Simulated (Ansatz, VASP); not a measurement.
**BeGeSb2 in VASP and in Ansatz**

```
Be Sb Ge
1.0
     4.29004    0.00000    0.00000
     0.00000    4.29004    0.00000
     0.00000    0.00000    5.98112
Be Sb Ge
1 2 1
Cartesian
  0.0000 0.0000 0.0000
  0.0000 2.1450 1.2952
  2.1450 0.0000 4.6860
  2.1450 2.1450 2.9906
```

Alike in both runs: task single point; functional PBE; k mesh 6 × 6 × 4; occupations fermi-dirac, width 0.02 eV; no spin polarisation.

|  | VASP | Ansatz |
| --- | --- | --- |
| version | VASP 6.6.1 | Ansatz 0.2.0 |
| potentials or method | VASP PAW PBE potentials, release 64 (Be, Sb, Ge_d) | plane waves, PAW |
| plane-wave cutoff (eV) | 520 | 420 |
| valence electrons in the cell | 26 | 46 |

```tsv
	VASP	Ansatz	Ansatz less VASP
pressure (GPa)	-2.6	-2.7	-0.08
rms of the force components (eV/Å)	0.028	0.029	+0.0007
```

The functional is the same, so the differences come from potentials, cutoffs and numerics. VASP's potentials hold 26 valence electrons a cell and Ansatz's 46, so a difference there can come from the potentials and not from the codes.

Spin-orbit coupling is off throughout.
